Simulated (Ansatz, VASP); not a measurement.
# AlN: VASP beside Ansatz

Contents of INCAR:

```
SYSTEM = AlN
ALGO     = Normal         ! electronic algorithm
EDIFF    = 1E-7           ! SCF threshold, eV
EDIFFG   = -0.01          ! ionic threshold
ENCUT    = 600            ! plane-wave cutoff, eV
GGA      = PE             ! functional
IBRION   = 2              ! ionic algorithm
ISIF     = 3              ! what is computed and relaxed
ISMEAR   = 0              ! smearing method
LASPH    = .TRUE.         ! aspherical terms in the spheres
LCHARG   = .FALSE.        ! write CHGCAR
LREAL    = .FALSE.        ! projectors in reciprocal space
LWAVE    = .FALSE.        ! write WAVECAR
NELM     = 80             ! most SCF steps
NSW      = 100            ! ionic steps
PREC     = Accurate       ! precision mode
SIGMA    = 0.02           ! smearing width, eV
```

File KPOINTS:

```
k-points
0
G
  10 10 10
  0 0 0
```

Contents of POSCAR:

```
AlN
1.0
    0.0000000000      2.2013889347      2.2013889347
    2.2013889347      0.0000000000      2.2013889347
    2.2013889347      2.2013889347      0.0000000000
Al N
1 1
Direct
    0.2500000000      0.2500000000      0.2500000000
    0.5000000000      0.5000000000      0.5000000000
```

Input for Ansatz:

```yaml
crystal:
  lattice:
    - [0.0, 2.2013889347, 2.2013889347]
    - [2.2013889347, 0.0, 2.2013889347]
    - [2.2013889347, 2.2013889347, 0.0]
  atoms:
    - { symbol: Al, position: [0.25, 0.25, 0.25] }
    - { symbol: "N", position: [0.5, 0.5, 0.5] }
basis:
  ecutwfc: 420
kpoints:
  mp_grid: { grid: [10, 10, 10] }
hamiltonian:
  xc: pbe
scf:
  occupations: { method: gaussian, width: 0.02 }
output:
  forces: true
  stress: true
  eigenvalues: true
relax:
  adjacent_minimum: "off"
  f_tol: 0.01
  max_steps: 80
  cell: { stress_tol: 0.05 }
```

Change from the starting cell: the structure that the rattled cell fell into.

Alike in both runs: task relaxation of cell and atoms; functional PBE; k mesh 10 × 10 × 10; occupations gaussian, width 0.02 eV; no spin polarisation.

```csv
,VASP,Ansatz
version,VASP 6.6.1,Ansatz 0.2.0
potentials or method,"VASP PAW PBE potentials, release 64 (Al, N), cutoff 600 eV","scalar-relativistic, plane waves, PAW"
valence electrons in the cell,8,8
```

VASP gave:

* gap on the k mesh at the Fermi level, each at its own relaxed structure (eV): 3.31
* relaxed volume (Å³/atom): 10.65
* relaxed cell length with the largest relative difference (Å): 3.111

**Question.** Which values does Ansatz return?

**Answer.** gap on the k mesh at the Fermi level, each at its own relaxed structure (eV): 3.31; relaxed volume (Å³/atom): 10.67; relaxed cell length with the largest relative difference (Å): 3.113.
